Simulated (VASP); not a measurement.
Runs of VASP 6.6.1 on SbSe2. The structure is that of space group P6mm (No. 183), or close to it. The cells are those of the table. 

| task | cell | k mesh | cutoff (eV) | gap on the mesh (eV) | pressure (GPa) | relaxed volume (Å³/atom) | largest force (eV/Å) |
| --- | --- | --- | --- | --- | --- | --- | --- |
| single point | a = 4.913, b = 4.913, c = 3.693 Å, angles 90.0, 90.0, 120.0°, 3 atoms | 6 × 6 × 6 | 520 | none | -0.2 | - | 0.02 |
| single point | a = 4.167, b = 4.167, c = 3.952 Å, angles 90.0, 90.0, 120.0°, 3 atoms | 6 × 6 × 4 | 520 | none | 66.6 | - | (b) |
| single point | a = 4.906, b = 4.906, c = 3.762 Å, angles 90.0, 90.0, 120.0°, 3 atoms | 12 × 12 × 12 | 520 | none | -0.1 | - | 0.01 |
| relaxation of cell and atoms | relaxed from a = 4.167, b = 4.167, c = 3.952 Å, angles 90.0, 90.0, 120.0°, 3 atoms | 6 × 6 × 4 | 600 | none | 0.0 | 25.88 | 0.01 |
| single point | a = 4.898, b = 4.898, c = 3.732 Å, angles 90.0, 90.0, 120.0°, 3 atoms | 6 × 6 × 4 | 520 | none | 0.0 | - | - |
| relaxation of cell and atoms | relaxed from a = 4.898, b = 4.898, c = 3.732 Å, angles 90.0, 90.0, 120.0°, 3 atoms | 6 × 6 × 6 | 600 | none | -0.2 | (a) | - |

Alike in all rows: level PBE; potentials or basis VASP PAW PBE potentials, release 64 (Sb, Se); no spin polarisation; smearing gaussian 0.1 eV.

**Question.** Fill in the values left out.

**Answer.** (a) 25.79; (b) 5.66.

Caveats: some runs use coarse meshes; spin-orbit coupling is left out, which moves the levels of the heavy elements; this functional lacks dispersion, which binds the layers, so the pressure and a relaxed spacing across them are unreliable (some runs); forces of over 1 eV/Å act on the atoms, so gaps and moduli don't describe the material at rest (some runs); the volume moved by over 15 % at a fixed basis, so the end points are rough (some runs).

A k mesh can miss the band edges, and the runs leave out spin-orbit coupling on Sb, Se.

A gap of «none» marks levels without a gap at the run's occupations.
